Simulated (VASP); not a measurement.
Write the native input for VASP 6.6.1 that does the following.

```
Task                   : single point
Functional             : r2SCAN
Potentials or basis    : VASP PAW PBE potentials, release 64 (Li_sv, F)
Cutoff                 : 520 eV
k mesh                 : 6 × 6 × 4
Occupations            : gaussian, width 0.5 eV
Spin                   : no spin polarisation
Dipole correction      : no
Further INCAR settings : ALGO = Normal; EDIFF = 1e-07; NBANDS = 18
```

The system is LiF.

```xyz
4
Lattice="3.0810 0.0000 0.0000 -1.5405 2.6682 0.0000 0.0000 0.0000 4.7853" Properties=species:S:1:pos:R:3 pbc="T T T"
Li    0.0000    1.7788   -0.0356
Li    1.5405    0.8894    2.3571
F     0.0000    1.7788    1.8301
F     1.5405    0.8894    4.2227
```

The input as run:

POSCAR

```
LiF
1.0
    3.0810126371      0.0000000000      0.0000000000
   -1.5405063186      2.6682352131      0.0000000000
    0.0000000000      0.0000000000      4.7853429675
Li F
2 2
Direct
    0.3333333333      0.6666666667     -0.0074305300
    0.6666666667      0.3333333333      0.4925694700
    0.3333333333      0.6666666667      0.3824305300
    0.6666666667      0.3333333333      0.8824305300
```

INCAR.step1

```
ALGO = Normal ; EDIFF = 1E-4
ENCUT = 520 ; GGA = PE
ISMEAR = 0 ; LASPH = True
LCHARG = False ; LREAL = False
LWAVE = True ; NBANDS = 18
NELM = 60 ; PREC = Accurate
SIGMA = 0.5
```

INCAR.step2

```
ALGO = Normal ; EDIFF = 1E-7
ENCUT = 520 ; ISIF = 2
ISMEAR = 0 ; ISTART = 1
LASPH = True ; LCHARG = False
LMIXTAU = True ; LREAL = False
LWAVE = False ; METAGGA = R2SCAN
NBANDS = 18 ; NELM = 60
PREC = Accurate ; SIGMA = 0.5
```

KPOINTS

```
k-points
0
Gamma
  6 6 4
```

Potentials or basis: VASP PAW PBE potentials, release 64 (Li_sv, F).

Command:

```bash
$ cat potpaw_PBE.64/Li_sv/POTCAR potpaw_PBE.64/F/POTCAR > POTCAR
$ cp INCAR.step1 INCAR
$ mpirun -np 1 vasp_std > vasp.out
$ cp INCAR.step2 INCAR
$ mpirun -np 1 vasp_std > vasp.out
```

Results of the run:

```json
{"Largest force": "0.003 eV/Å", "Band gap on the k mesh": "8.68 eV, direct"}
```

Caveat: the PAW data sets were made with another functional, which shifts forces and pressure a little.

It took 59 s on 1 thread of Oxide Virtual Turin-like Processor (shared host), peak memory 0.12 GiB.
